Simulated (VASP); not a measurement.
# ZnCu2SnS4 (I-42m) in VASP: single point with PBE

Aim: the single point of ZnCu2SnS4 with PBE.

All numbers are computed with VASP 6.6.1; they aren't measurements. Logs are shortened: lines on timing, memory, paths and dates and some standing lists are left out, and cuts for length are marked.

## (1) The cell of the first run

It takes space group I-42m (No. 121, tetragonal). Conventional cell: a = 5.404 Å, b = 5.404 Å, c = 10.854 Å, α = 90.00°, β = 90.00°, γ = 90.00°. Within 3.0 Å of Cu (site symmetry -4) lie 4 S at 2.30 Å. Zn (site symmetry -42m) has 4 S at 2.35 Å within 3.1 Å. Sn (site symmetry -42m) has 4 S at 2.44 Å within 3.2 Å. S (site symmetry m) has 2 Cu at 2.30 Å and 1 Zn at 2.35 Å and 1 Sn at 2.44 Å within 3.0 Å.

## (2) Single point, PBE

INCAR

```
SYSTEM = ZnCu2SnS4
PREC = Accurate
ENCUT = 820
EDIFF = 1E-6
ISMEAR = -1
SIGMA = 0.02
LREAL = .FALSE.
LASPH = .TRUE.
NELM = 120
ALGO = Normal
ISIF = 2
LWAVE = .FALSE.
LCHARG = .FALSE.
GGA = PE
NBANDS = 54
GGA_COMPAT = .FALSE.
```

KPOINTS

```
Automatic mesh
0
G
  6 6 6
  0 0 0
```

POSCAR

```
ZnCu2SnS4
1.0
   -2.7021619596      2.7021619596      5.4272154584
    2.7021619596     -2.7021619596      5.4272154584
    2.7021619596      2.7021619596     -5.4272154584
Cu Zn Sn S
2 1 1 4
Direct
    0.7500000000      0.2500000000      0.5000000000
    0.2500000000      0.7500000000      0.5000000000
    0.0000000000      0.0000000000      0.0000000000
    0.5000000000      0.5000000000      0.0000000000
    0.8904178857      0.8904178857      0.5151336511
    0.1095821143      0.6247157654      0.0000000000
    0.6247157654      0.1095821143      0.0000000000
    0.3752842346      0.3752842346      0.4848663489
```

Potentials or basis: VASP PAW PBE potentials, release 64 (Cu_sv_GW, Zn, Sn_d, S).

The run is started by

```console
cat potpaw_PBE.64/Cu_sv_GW/POTCAR potpaw_PBE.64/Zn/POTCAR potpaw_PBE.64/Sn_d/POTCAR potpaw_PBE.64/S/POTCAR > POTCAR
mpirun -np 1 vasp_std > vasp.out
```

OUTCAR:

```text
SYSTEM = ZnCu2SnS4
   PREC = Accurate
   ENCUT = 820
   EDIFF = 1E-6
   ISMEAR = -1
   LREAL = .FALSE.
   LASPH = .TRUE.
   NELM = 120
   ISIF = 2
   GGA = PE

 ion  position               nearest neighbor table
   1  0.750  0.250  0.500-   5 2.30   6 2.30   8 2.30   7 2.30
   2  0.250  0.750  0.500-   5 2.30   7 2.30   8 2.30   6 2.30
   3  0.000  0.000  0.000-   5 2.35   6 2.35   7 2.35   8 2.35
   4  0.500  0.500  0.000-   6 2.44   7 2.44   5 2.44   8 2.44
   5  0.890  0.890  0.515-   1 2.30   2 2.30   3 2.35   4 2.44
   6  0.110  0.625  0.000-   2 2.30   1 2.30   3 2.35   4 2.44
   7  0.625  0.110  0.000-   1 2.30   2 2.30   3 2.35   4 2.44
   8  0.375  0.375  0.485-   1 2.30   2 2.30   3 2.35   4 2.44

  LATTYP: Found a body centered tetragonal cell.
 ALAT       =     5.4043239192
 C/A-ratio  =     2.0084715645

  Lattice vectors:

 A1 = (  -2.7021619596,   2.7021619596,   5.4272154584)
 A2 = (   2.7021619596,  -2.7021619596,   5.4272154584)
 A3 = (   2.7021619596,   2.7021619596,  -5.4272154584)

Analysis of symmetry for initial positions (statically):
=====================================================================
 Subroutine PRICEL returns:
 Original cell was already a primitive cell.

 Routine SETGRP: Setting up the symmetry group for a
 body centered tetragonal supercell.

 Subroutine GETGRP returns: Found  8 space group operations
 (whereof  8 operations were pure point group operations)
 out of a pool of 16 trial point group operations.

The static configuration has the point symmetry D_2d.

Analysis of symmetry for dynamics (positions and initial velocities):
=====================================================================
 Subroutine PRICEL returns:
 Original cell was already a primitive cell.

 Routine SETGRP: Setting up the symmetry group for a
 body centered tetragonal supercell.

 Subroutine GETGRP returns: Found  8 space group operations
 (whereof  8 operations were pure point group operations)
 out of a pool of 16 trial point group operations.

The dynamic configuration has the point symmetry D_2d.

 Subroutine INISYM returns: Found  8 space group operations
 (whereof  8 operations are pure point group operations),
 and found     1 'primitive' translations

----------------------------------------------------------------------------------------

                                     Primitive cell

  volume of cell :     158.5111

[... 99 lines left out ...]
   NELM   =    120;   NELMIN=  2; NELMDL= -5     # of ELM steps
   EDIFF  = 0.1E-05   stopping-criterion for ELM
   LREAL  =      F    real-space projection
[... 7 lines left out ...]
   TEBEG  =    0.0;   TEEND  =   0.0 temperature during run
   PSTRESS=    0.0 pullay stress
   NELECT =      88.0000    total number of electrons
   NUPDOWN=      -1.0000    fix difference up-down
   EMIN   =  10.00;   EMAX   =-10.00  energy-range for DOS
   EFERMI =   0.00;   METHOD = LEGACY
   ISMEAR =    -1;   SIGMA  =   0.02  broadening in eV -4-tet -1-fermi 0-gaus
   EFERMI_NEDOS =   21; number of points for ismear=-14 and -15
   IALGO  =     38    algorithm
   IMIX   =      4    mixing-type and parameters
     AMIX     =   0.40;   BMIX     =  1.00
     AMIX_MAG =   1.60;   BMIX_MAG =  1.00
  volume/ion in A,a.u.               =      19.81       133.71
  Fermi-wavevector in a.u.,A,eV,Ry     =   1.345496  2.542619 24.631441  1.810360
  Thomas-Fermi vector in A             =   2.473404
   LORBIT       =      0    0 simple, 1 ext, 2 COOP (PROOUT), +10 PAW based schemes
   GGA     = PE    functional components
   LHFCALC =     F    Hartree Fock is set to
   AEXX    =    0.0000 exact exchange contribution
   IVDW    =     0    specifies the selected vdW correction
   LEPSILON=     F    determine dielectric tensor
   LRPA    =     F    only Hartree local field effects (RPA)
 non-spin polarized calculation
  energy-cutoff  :      820.00
  volume of cell :      158.51
 maximum number of plane-waves:      8480
 NGX is ok and might be reduce to    64
   NGX = 31   NGY = 31   NGZ = 31

 number of electron      88.0000005 magnetization

 Free energy of the ion-electron system (eV)
  ---------------------------------------------------
  ext. energy  EPLUGINS =         0.00000000
  ---------------------------------------------------
  free energy    TOTEN  =       -32.63797921 eV

  energy without entropy =      -32.63773613  energy(sigma->0) =      -32.63785767

 E-fermi :   5.1157     XC(G=0):  -9.9345

 val. band max:        5.0738645395   @ k =   0.0000   0.0000   0.0000
 cond. band min:       5.1398100303   @ k =   0.0000   0.0000   0.0000
 fundamental gap:      0.0659454908
 Fermi energy:         5.1157366707

 k-point     1 :       0.0000    0.0000    0.0000
  band No.  band energies     occupation
      1    -106.7098      2.00000
      2    -106.7096      2.00000
      3     -64.1280      2.00000
      4     -64.1280      2.00000
      5     -64.1275      2.00000
      6     -64.1275      2.00000
[... 1357 lines left out ...]
     53      10.4142      0.00000
     54      10.6064      0.00000

 [... further k-points ...]

------------------------ aborting loop because EDIFF is reached ----------------------------------------

  FORCE on cell =-STRESS in cart. coord.  units (eV):
  Direction    XX          YY          ZZ          XY          YZ          ZX
  --------------------------------------------------------------------------------------
  -------------------------------------------------------------------------------------
  Total        2.1353682      2.1353682      2.1761365      0.0000000      0.0000000      0.0000000
  in kB       21.5835834     21.5835834     21.9956554      0.0000000      0.0000000      0.0000000
  external PRESSURE =      21.7209407 kB  Pullay stress =       0.0000000 kB

 VOLUME and BASIS-vectors are now :
 -----------------------------------------------------------------------------
  energy-cutoff  :      820.00
  volume of cell :      158.51
      direct lattice vectors                 reciprocal lattice vectors
    -2.702161960  2.702161960  5.427215458     0.000000000  0.185037021  0.092128275
     2.702161960 -2.702161960  5.427215458     0.185037021  0.000000000  0.092128275
     2.702161960  2.702161960 -5.427215458     0.185037021  0.185037021  0.000000000

 POSITION                                       TOTAL-FORCE (eV/Angst)
 -----------------------------------------------------------------------------------
     -0.00000      2.70216      2.71361        -0.000000      0.000000      0.000000
      2.70216     -0.00000      2.71361        -0.000000      0.000000      0.000000
      0.00000      0.00000      0.00000        -0.000000      0.000000      0.000000
      0.00000      0.00000      5.42722        -0.000000      0.000000      0.000000
      1.39197      1.39197      6.86924         0.051748      0.051748      0.149544
      1.39197     -1.39197      3.98519         0.051748     -0.051748     -0.149544
     -1.39197      1.39197      3.98519        -0.051748      0.051748     -0.149544
      1.31019      1.31019      1.44202        -0.051748     -0.051748      0.149544
 -----------------------------------------------------------------------------------
    total drift:                                0.000001      0.000001      0.000001

  FREE ENERGIE OF THE ION-ELECTRON SYSTEM (eV)
  ---------------------------------------------------
  free  energy   TOTEN  =       -32.6379792132 eV

  energy  without entropy=      -32.6377361303  energy(sigma->0) =      -32.63785767
```

Wall time 21 min (1 thread of Intel Xeon Platinum 8559C (Emerald Rapids), shared host); peak memory 0.94 GiB.

What came out:

- Free energy: -32.6380 eV
- Pressure: 2.2 GPa
- Largest force: 0.166 eV/Å
- Band gap on the k mesh: 0.07 eV

Forces in eV/Å, atoms in the order of the input:
```
Cu   0.000  0.000  0.000
Cu   0.000  0.000  0.000
Zn   0.000  0.000  0.000
Sn   0.000  0.000  0.000
S    0.052  0.052  0.150
S    0.052 -0.052 -0.150
S   -0.052  0.052 -0.150
S   -0.052 -0.052  0.150
```

Caveat: semilocal functionals underestimate gaps, and a narrow one can read as zero; spin-orbit coupling is left out, which moves the levels of the heavy elements. A k mesh can miss the band edges.
